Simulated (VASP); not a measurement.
Runs of VASP 6.6.1 on Bi2Te3 (Tellurobismuthite). The structure is that of space group R-3m (No. 166), or close to it. The cells are those of the table. 

```csv
level,potentials or basis,cell,k mesh,smearing,gap on the mesh (eV),pressure (GPa),largest force (eV/Å)
PBEsol,"VASP PAW PBE potentials, release 64 (Bi_d, Te)","a = 10.871 Å, angles 23.3°, 5 atoms",6 × 6 × 6,fermi-dirac 0.05 eV,0.37,-2.5,0.44
LDA,"VASP PAW LDA potentials, release 64 (Bi_d, Te)","a = 10.682 Å, angles 24.2°, 5 atoms",7 × 7 × 7,fermi-dirac 0.05 eV,0.23,-4.2,(a)
PBE,"VASP PAW PBE potentials, release 64 (Bi_d, Te)","a = 10.476 Å, angles 24.2°, 5 atoms",4 × 4 × 4,fermi-dirac 0.03 eV,0.29,(b),0.05
PBEsol,"VASP PAW PBE potentials, release 64 (Bi_d, Te)","a = 10.476 Å, angles 24.2°, 5 atoms",4 × 4 × 4,fermi-dirac 0.03 eV,0.23,-0.6,0.12
PBEsol,"VASP PAW PBE potentials, release 64 (Bi_d, Te)","a = 10.674 Å, angles 23.7°, 5 atoms",6 × 6 × 6,fermi-dirac 0.05 eV,0.30,-1.6,0.27
```

Alike in all rows: task single point; no spin polarisation; cutoff (eV) 520.

Problem. Fill in the values left out.

Solution. (a) 0.48; (b) 1.8.

Caveats: spin-orbit coupling is left out, which moves the levels of the heavy elements; the PAW data sets were made with another functional, which shifts forces and pressure a little (some runs).

A k mesh can miss the band edges, and the runs leave out spin-orbit coupling on Bi, Te.
